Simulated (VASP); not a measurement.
Runs of VASP 6.6.1 on TaN. The structure is that of space group P6/mmm (No. 191), or close to it. The cells are those of the table. 

| task | cell | gap on the mesh (eV) | pressure (GPa) |
| --- | --- | --- | --- |
| relaxation of shape and atoms at fixed volume | relaxed from a = 5.321, b = 5.321, c = 2.945 Å, angles 90.0, 90.0, 120.0°, 6 atoms | none | -14.8 |
| single point | a = 5.138, b = 5.138, c = 2.891 Å, angles 90.0, 90.0, 120.0°, 6 atoms | none | 10.7 |
| single point | a = 5.205, b = 5.205, c = 2.904 Å, angles 90.0, 90.0, 120.0°, 6 atoms | none | 0.9 |
| single point | a = 5.270, b = 5.270, c = 2.917 Å, angles 90.0, 90.0, 120.0°, 6 atoms | none | -7.6 |
| single point | a = 5.069, b = 5.069, c = 2.878 Å, angles 90.0, 90.0, 120.0°, 6 atoms | none | (a) |

Alike in all rows: level PBEsol; potentials or basis VASP PAW PBE potentials, release 64 (Ta_pv, N); no spin polarisation; k mesh 12 × 12 × 12; cutoff (eV) 600; smearing gaussian 0.1 eV.

Problem. Estimate the missing entries.

Solution. (a) 22.2.

Caveats: the PAW data sets were made with another functional, which shifts forces and pressure a little; spin-orbit coupling is left out, which moves the levels of the heavy elements; the cell stands under pressure (at least some runs); the cell stands under tension (at least some runs).

A k mesh can miss the band edges, and the runs leave out spin-orbit coupling on Ta.

A gap of «none» marks levels without a gap at the run's occupations.
